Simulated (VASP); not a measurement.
A run of VASP 6.6.1 is set up as follows.

The input INCAR:

```
PREC = Accurate ; ENCUT = 520
EDIFF = 1E-6 ; ISMEAR = 0
SIGMA = 0.02 ; LREAL = False
LASPH = True ; NELM = 80
ALGO = Normal ; ISIF = 2
LWAVE = False ; LCHARG = False
GGA = RP ; NBANDS = 15
```

The input KPOINTS:

```
regular mesh
0
Gamma
  10 10 10
```

File POSCAR:

```
TaN
1.0
    3.1272829800      0.0000000000      0.0000000000
    1.5636414900      2.7083065055      0.0000000000
    1.5636414900      0.9027688352      2.5534158608
Ta N
1 1
Direct
    0.5000000000      0.5000000000      0.5000000000
    0.0000000000      0.0000000000      0.0000000000
```

Potentials or basis: VASP PAW PBE potentials, release 64 (Ta_pv, N).

The run is started by

```console
$ cat potpaw_PBE.64/Ta_pv/POTCAR potpaw_PBE.64/N/POTCAR > POTCAR
$ mpirun -np 1 vasp_std > vasp.out
```

Q: What does it give for the band gap on the k mesh?

A: Zero (band 8 reaches 11.31 eV, above the bottom of band 9 at 7.41 eV).

Q: Estimate the pressure.

A: 4.0 GPa.

Caveat: the PAW data sets were made with another functional, which shifts forces and pressure a little; spin-orbit coupling is left out, which moves the levels of the heavy elements.
